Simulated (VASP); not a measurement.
Crystal: N.

```xyz
4
Lattice="4.3671 0.0000 0.0000 -2.1836 3.7820 0.0000 0.0000 0.0000 7.4219" Properties=species:S:1:pos:R:3 pbc="T T T"
N     0.0000    2.5214    2.4055
N     0.0000    2.5214    1.3055
N     2.1836    1.2607    6.1164
N     2.1836    1.2607    5.0164
```

| Property | Result |
| --- | --- |
| Program | VASP 6.6.1 |
| Task | relaxation of cell and atoms |
| Functional | PBEsol |
| Potentials or basis | VASP PAW PBE potentials, release 64 (N) |
| Cutoff | 600 eV |
| k mesh | 6 × 6 × 4 |
| Occupations | gaussian, width 0.02 eV |
| Spin | no spin polarisation |

At the start: pressure 1.6 GPa; volume 30.65 Å³/atom.

Problem. How do energy, volume and symmetry change on relaxing?

Solution. Over 31 steps the energy falls by 7.2 meV/atom and the volume is 26.70 Å³/atom (-12.9 %); space group P6_3/mmc (No. 194, to 0.05 Å).

The path:
| step | energy change (eV) | largest force (eV/Å) | pressure (GPa) | volume (Å³) |
| --- | --- | --- | --- | --- |
| 1 | 0.0000 | 1.7865 | 1.58 | 122.58 |
| 2 | 4.2777 | 14.8329 | -16.60 | 127.93 |
| 3 | -0.0103 | 1.1526 | -1.24 | 122.87 |
| 4 | -0.0182 | 0.4553 | -0.57 | 122.76 |
| 5 | -0.0196 | 0.0736 | -0.20 | 122.70 |
| 6 | -0.0197 | 0.0037 | -0.11 | 122.68 |
| 7 | -0.0197 | 0.0175 | -0.10 | 122.68 |
| 8 | -0.0199 | 0.0210 | -0.10 | 122.40 |
| 9 | -0.0207 | 0.0317 | -0.10 | 121.54 |
| 10 | -0.0222 | 0.0617 | -0.06 | 119.83 |
| 11 | -0.0248 | 0.1554 | 0.06 | 116.47 |
| 12 | -0.0268 | 0.4949 | 0.49 | 109.92 |
| 13 | -0.0259 | 0.6674 | 0.73 | 107.23 |
| 14 | -0.0259 | 0.6676 | 0.72 | 107.23 |
| 15 | -0.0260 | 0.6627 | 0.73 | 107.20 |
| 16 | -0.0260 | 0.6571 | 0.72 | 107.15 |
| 17 | -0.0261 | 0.6452 | 0.71 | 107.04 |
| 18 | -0.0263 | 0.6210 | 0.69 | 106.84 |
| 19 | -0.0267 | 0.5730 | 0.65 | 106.42 |
| 20 | -0.0272 | 0.4814 | 0.56 | 105.60 |
| 21 | -0.0275 | 0.3104 | 0.41 | 103.96 |
| 22 | -0.0275 | 0.2915 | 0.38 | 103.77 |
| 23 | -0.0275 | 0.2507 | 0.36 | 103.37 |
| 24 | -0.0275 | 0.2686 | 0.39 | 103.56 |
| 25 | -0.0275 | 0.2817 | 0.39 | 103.68 |
| 26 | -0.0277 | 0.2631 | 0.37 | 103.86 |
| 27 | -0.0280 | 0.2098 | 0.29 | 104.40 |
| 28 | -0.0286 | 0.1066 | 0.16 | 105.47 |
| 29 | -0.0287 | 0.0789 | -0.09 | 107.65 |
| 30 | -0.0288 | 0.0205 | -0.02 | 106.99 |
| 31 | -0.0288 | 0.0030 | -0.01 | 106.79 |

Final structure:
```
CELL_PARAMETERS angstrom
4.22480 0.00000 0.00000
-2.11240 3.65878 0.00000
0.00000 0.00000 6.90889
ATOMIC_POSITIONS crystal
N 0.33333 0.66667 0.33041
N 0.33333 0.66667 0.16959
N 0.66667 0.33333 0.83041
N 0.66667 0.33333 0.66959
```

Caveat: the standard files for N, O and F lose accuracy on very short bonds; the PAW data sets were made with another functional, which shifts forces and pressure a little.
